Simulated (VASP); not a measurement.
# MgB2 (P6/mmm) in VASP: a series of runs

The runs below take MgB2 through single point, with PBEsol.

Program: VASP 6.6.1. These are calculated values, not measurements. Logs are shortened: lines on timing, memory, paths and dates and some standing lists are left out, and cuts for length are marked.

## Step 1: The cell of the first run

The structure is hexagonal, space group P6/mmm (No. 191). Conventional cell: a = 3.116 Å, b = 3.116 Å, c = 3.523 Å, α = 90.00°, β = 90.00°, γ = 120.00°. Within 3.3 Å of Mg (site symmetry 6/mmm) lie 12 B at 2.52 Å and 6 Mg at 3.12 Å. B (site symmetry -6m2) has 3 B at 1.80 Å within 2.4 Å.

## Step 2: Single point, PBEsol

File INCAR:

```
PREC = Accurate
ENCUT = 600
EDIFF = 1E-6
ISMEAR = -1
SIGMA = 0.05
LREAL = False
LASPH = True
NELM = 120
ALGO = Normal
ISIF = 2
LWAVE = False
LCHARG = False
GGA = PS
NBANDS = 11
GGA_COMPAT = False
```

File KPOINTS:

```
regular mesh
0
Gamma
  8 8 6
```

File POSCAR:

```
MgB2
1.0
    3.1158500000      0.0000000000      0.0000000000
   -1.5579250000      2.6984052544      0.0000000000
    0.0000000000      0.0000000000      3.5230000000
Mg B
1 2
Direct
    0.0000000000      0.0000000000      0.0000000000
    0.6666666667      0.3333333333      0.5000000000
    0.3333333333      0.6666666667      0.5000000000
```

Potentials or basis: VASP PAW PBE potentials, release 64 (Mg, B).

Command:

```console
cat potpaw_PBE.64/Mg/POTCAR potpaw_PBE.64/B/POTCAR > POTCAR
mpirun -np 1 vasp_std > vasp.out
```

OUTCAR:

```text
PREC = Accurate
   ENCUT = 600
   EDIFF = 1E-6
   ISMEAR = -1
   LREAL = False
   LASPH = True
   NELM = 120
   ISIF = 2
   GGA = PS

 ion  position               nearest neighbor table
   1  0.000  0.000  0.000-   2 2.52   3 2.52   2 2.52   3 2.52   2 2.52   2 2.52   3 2.52   3 2.52
                             2 2.52   2 2.52   3 2.52   3 2.52
   2  0.667  0.333  0.500-   3 1.80   3 1.80   3 1.80   1 2.52   1 2.52   1 2.52   1 2.52   1 2.52
                             1 2.52
   3  0.333  0.667  0.500-   2 1.80   2 1.80   2 1.80   1 2.52   1 2.52   1 2.52   1 2.52   1 2.52
                             1 2.52

  LATTYP: Found a hexagonal cell.
 ALAT       =     3.1158500000
 C/A-ratio  =     1.1306706035

  Lattice vectors:

 A1 = (   3.1158500000,   0.0000000000,   0.0000000000)
 A2 = (  -1.5579250000,   2.6984052544,   0.0000000000)
 A3 = (   0.0000000000,   0.0000000000,   3.5230000000)

Analysis of symmetry for initial positions (statically):
=====================================================================
 Subroutine PRICEL returns:
 Original cell was already a primitive cell.

 Routine SETGRP: Setting up the symmetry group for a
 hexagonal supercell.

 Subroutine GETGRP returns: Found 24 space group operations
 (whereof 24 operations were pure point group operations)
 out of a pool of 24 trial point group operations.

The static configuration has the point symmetry D_6h.

Analysis of symmetry for dynamics (positions and initial velocities):
=====================================================================
 Subroutine PRICEL returns:
 Original cell was already a primitive cell.

 Routine SETGRP: Setting up the symmetry group for a
 hexagonal supercell.

 Subroutine GETGRP returns: Found 24 space group operations
 (whereof 24 operations were pure point group operations)
 out of a pool of 24 trial point group operations.

The dynamic configuration has the point symmetry D_6h.

 Subroutine INISYM returns: Found 24 space group operations
 (whereof 24 operations are pure point group operations),
 and found     1 'primitive' translations

----------------------------------------------------------------------------------------

                                     Primitive cell

  volume of cell :      29.6208

  direct lattice vectors                    reciprocal lattice vectors
     3.115850000  0.000000000  0.000000000     0.320939711  0.185294629  0.000000000
    -1.557925000  2.698405254  0.000000000     0.000000000  0.370589258  0.000000000
     0.000000000  0.000000000  3.523000000     0.000000000  0.000000000  0.283848992

  length of vectors
     3.115850000  3.115850000  3.523000000     0.370589258  0.370589258  0.283848992

  position of ions in fractional coordinates (direct lattice)
     0.000000000  0.000000000  0.000000000
     0.666666667  0.333333333  0.500000000
     0.333333333  0.666666667  0.500000000

  ion indices of the primitive-cell ions
   primitive index   ion index
                 1           1
                 2           2
                 3           3

----------------------------------------------------------------------------------------

 KPOINTS: regular mesh

Automatic generation of k-mesh.
 Grid dimensions read from file:
 generate k-points for:    8    8    6

 Generating k-lattice:

  Cartesian coordinates                     Fractional coordinates (reciprocal lattice)
     0.040117464  0.023161829  0.000000000     0.125000000  0.000000000  0.000000000
     0.000000000  0.046323657  0.000000000     0.000000000  0.125000000  0.000000000
     0.000000000  0.000000000  0.047308165     0.000000000  0.000000000  0.166666667

  Length of vectors
     0.046323657  0.046323657  0.047308165

  Shift w.r.t. Gamma in fractional coordinates (k-lattice)
     0.000000000  0.000000000  0.000000000

 Subroutine IBZKPT returns following result:
 ===========================================

 Found     40 irreducible k-points:

 Following reciprocal coordinates:
            Coordinates               Weight
  0.000000  0.000000  0.000000      1.000000
  0.125000  0.000000  0.000000      6.000000
  0.250000  0.000000  0.000000      6.000000
  0.375000  0.000000  0.000000      6.000000
  0.500000  0.000000  0.000000      3.000000
  0.125000  0.125000  0.000000      6.000000
[... 16 lines left out ...]
  0.250000  0.000000  0.333333     12.000000
  0.375000  0.000000  0.333333     12.000000
 [... further k-points ...]
   k-points           NKPTS =     40   k-points in BZ     NKDIM =     40   number of bands    NBANDS=     11
   number of dos      NEDOS =    301   number of ions     NIONS =      3
   total plane-waves  NPLWV =  21952
   dimension x,y,z NGX =    28 NGY =   28 NGZ =   28
   dimension x,y,z NGXF=    56 NGYF=   56 NGZF=   56
   ions per type =               1   2
   NGX,Y,Z   is equivalent  to a cutoff of  14.94, 14.94, 13.21 a.u.
   NGXF,Y,Z  is equivalent  to a cutoff of  29.88, 29.88, 26.43 a.u.
 SYSTEM =  unknown system
   PREC   = accura    normal or accurate (medium, high low for compatibility)
   ISTART =      0    job   : 0-new  1-cont  2-samecut
   ICHARG =      2    charge: 1-file 2-atom 10-const
   ISPIN  =      1    spin polarized calculation?
   LNONCOLLINEAR =      F non collinear calculations
   LSORBIT =      F    spin-orbit coupling
   LASPH  =      T    aspherical Exc in radial PAW
   ENCUT  =  600.0 eV  44.10 Ry    6.64 a.u.   6.22  6.22  7.04*2*pi/ulx,y,z
   NELM   =    120;   NELMIN=  2; NELMDL= -5     # of ELM steps
   EDIFF  = 0.1E-05   stopping-criterion for ELM
   LREAL  =      F    real-space projection
   EDIFFG = 0.1E-04   stopping-criterion for IOM
   NSW    =      0    number of steps for IOM
   IBRION =     -1    ionic relax: 0-MD 1-quasi-New 2-CG
   NFREE  =      0    steps in history (QN), initial steepest desc. (CG)
   ISIF   =      2    stress and relaxation
   ISYM   =      2    0-nonsym 1-usesym 2-fastsym
   POTIM  = 0.5000    time-step for ionic-motion
   TEBEG  =    0.0;   TEEND  =   0.0 temperature during run
   PSTRESS=    0.0 pullay stress
   NELECT =       8.0000    total number of electrons
   NUPDOWN=      -1.0000    fix difference up-down
   EMIN   =  10.00;   EMAX   =-10.00  energy-range for DOS
   EFERMI =   0.00;   METHOD = LEGACY
   ISMEAR =    -1;   SIGMA  =   0.05  broadening in eV -4-tet -1-fermi 0-gaus
   EFERMI_NEDOS =   21; number of points for ismear=-14 and -15
   IALGO  =     38    algorithm
   IMIX   =      4    mixing-type and parameters
     AMIX     =   0.40;   BMIX     =  1.00
     AMIX_MAG =   1.60;   BMIX_MAG =  1.00
  volume/ion in A,a.u.               =       9.87        66.63
  Fermi-wavevector in a.u.,A,eV,Ry     =   1.058212  1.999731 15.235978  1.119813
  Thomas-Fermi vector in A             =   2.193513
   LORBIT       =      0    0 simple, 1 ext, 2 COOP (PROOUT), +10 PAW based schemes
   GGA     = PS    functional components
   LHFCALC =     F    Hartree Fock is set to
   AEXX    =    0.0000 exact exchange contribution
   IVDW    =     0    specifies the selected vdW correction
   LEPSILON=     F    determine dielectric tensor
   LRPA    =     F    only Hartree local field effects (RPA)
 non-spin polarized calculation
  energy-cutoff  :      600.00
  volume of cell :       29.62
 maximum number of plane-waves:      1000
 NGX is ok and might be reduce to    28
   NGX = 13   NGY = 13   NGZ = 15

 number of electron       8.0000000 magnetization

 Free energy of the ion-electron system (eV)
  ---------------------------------------------------
  ext. energy  EPLUGINS =         0.00000000
  ---------------------------------------------------
  free energy    TOTEN  =       -16.19603647 eV

  energy without entropy =      -16.18667387  energy(sigma->0) =      -16.19135517

 E-fermi :   5.0507     XC(G=0): -10.9189

 val. band max:        4.9465977949   @ k =   0.2500   0.2500   0.5000
 cond. band min:       5.0755069255   @ k =   0.1250   0.0000   0.3333
 fundamental gap:      0.1289091307
 Fermi energy:         5.0507199263

 k-point     1 :       0.0000    0.0000    0.0000
  band No.  band energies     occupation
      1      -7.2169      2.00000
      2       2.2645      2.00000
      3       5.3759      0.00299
      4       5.3759      0.00299
      5       6.7985      0.00000
      6      11.1509      0.00000
      7      11.1509      0.00000
      8      12.7989      0.00000
      9      14.7715      0.00000
     10      17.2698      0.00000
     11      21.0019      0.00000

 k-point     2 :       0.1250    0.0000    0.0000
  band No.  band energies     occupation
      1      -6.9508      2.00000
      2       2.5232      2.00000
      3       4.1187      2.00000
      4       4.8075      1.98468
      5       7.0374      0.00000
      6      10.8788      0.00000
      7      12.2519      0.00000
      8      13.4295      0.00000
      9      13.8854      0.00000
     10      18.5460      0.00000
     11      19.8696      0.00000

 k-point     3 :       0.2500    0.0000    0.0000
  band No.  band energies     occupation
      1      -6.1595      2.00000
      2       1.6696      2.00000
      3       3.2835      2.00000
      4       3.8390      2.00000
      5       7.7329      0.00000
      6      10.1661      0.00000
      7      11.7797      0.00000
      8      14.1362      0.00000
      9      14.7531      0.00000
     10      18.7452      0.00000
     11      18.8871      0.00000
[... 267 lines left out ...]
 k-point    23 :       0.2500    0.0000    0.3333
  band No.  band energies     occupation
      1      -5.3678      2.00000
      2      -0.1566      2.00000
      3       2.1475      2.00000
      4       4.0847      2.00000
      5       8.7543      0.00000
      6      10.7464      0.00000
      7      13.5193      0.00000
      8      15.0168      0.00000
      9      15.4497      0.00000
     10      15.8002      0.00000
     11      16.5847      0.00000

 k-point    24 :       0.3750    0.0000    0.3333
  band No.  band energies     occupation
      1      -4.1357      2.00000
      2      -0.2522      2.00000
      3       1.1906      2.00000
      4       3.3663      2.00000
      5       6.1282      0.00000
      6      10.2638      0.00000
      7      14.1974      0.00000
      8      14.6103      0.00000
      9      15.2078      0.00000
     10      17.8401      0.00000
     11      18.1812      0.00000

 [... further k-points ...]
[... 5 lines left out ...]
  --------------------------------------------------------------------------------------
  -------------------------------------------------------------------------------------
  Total       -1.3234921     -1.3234921     -0.8095782     -0.0000000      0.0000000      0.0000000
  in kB      -71.5872308    -71.5872308    -43.7898059     -0.0000000      0.0000000      0.0000000
  external PRESSURE =     -62.3214225 kB  Pullay stress =       0.0000000 kB

 VOLUME and BASIS-vectors are now :
 -----------------------------------------------------------------------------
  energy-cutoff  :      600.00
  volume of cell :       29.62
      direct lattice vectors                 reciprocal lattice vectors
     3.115850000  0.000000000  0.000000000     0.320939711  0.185294629  0.000000000
    -1.557925000  2.698405254  0.000000000     0.000000000  0.370589258  0.000000000
     0.000000000  0.000000000  3.523000000     0.000000000  0.000000000  0.283848992

 POSITION                                       TOTAL-FORCE (eV/Angst)
 -----------------------------------------------------------------------------------
      0.00000      0.00000      0.00000        -0.000000      0.000000     -0.000000
      1.55793      0.89947      1.76150         0.000000     -0.000000     -0.000000
     -0.00000      1.79894      1.76150        -0.000000      0.000000      0.000000
 -----------------------------------------------------------------------------------
    total drift:                                0.000000      0.000000     -0.000000

  FREE ENERGIE OF THE ION-ELECTRON SYSTEM (eV)
  ---------------------------------------------------
  free  energy   TOTEN  =       -16.1960364660 eV

  energy  without entropy=      -16.1866738737  energy(sigma->0) =      -16.19135517
```

It took 18 s on 1 thread of Intel Xeon Platinum 8259CL at 2.50GHz (Skylake/Cascade Lake), shared host; peak memory 0.16 GiB.

Results:

| Quantity | Value |
| --- | --- |
| Free energy | -16.1960 eV |
| Pressure | -6.2 GPa |
| Band gap on the k mesh | zero (band 4 reaches 6.22 eV, above the bottom of band 5 at 3.61 eV) |

Stress tensor (GPa, compression positive):
```
-7.16  0.00  0.00
 0.00 -7.16  0.00
 0.00  0.00 -4.38
```

Levels at points of the mesh, in eV from the Fermi level:
| k point | band 2 | band 3 | band 4 | band 5 | band 6 | band 7 |
| --- | --- | --- | --- | --- | --- | --- |
| (0.00, 0.00, 0.00) | -2.79 | 0.33 | 0.33 | 1.75 | 6.10 | 6.10 |
| (0.50, 0.00, 0.00) | -7.75 | -2.16 | 0.29 | 3.09 | 3.71 | 5.35 |
| (0.00, 0.00, 0.50) | -7.31 | 0.71 | 0.71 | 6.46 | 6.46 | 7.72 |
| (0.50, 0.00, 0.50) | -6.82 | -3.52 | -1.86 | -1.30 | 5.48 | 8.51 |

Caveat: the PAW data sets were made with another functional, which shifts forces and pressure a little.

(Continued in part 2 of 2.)
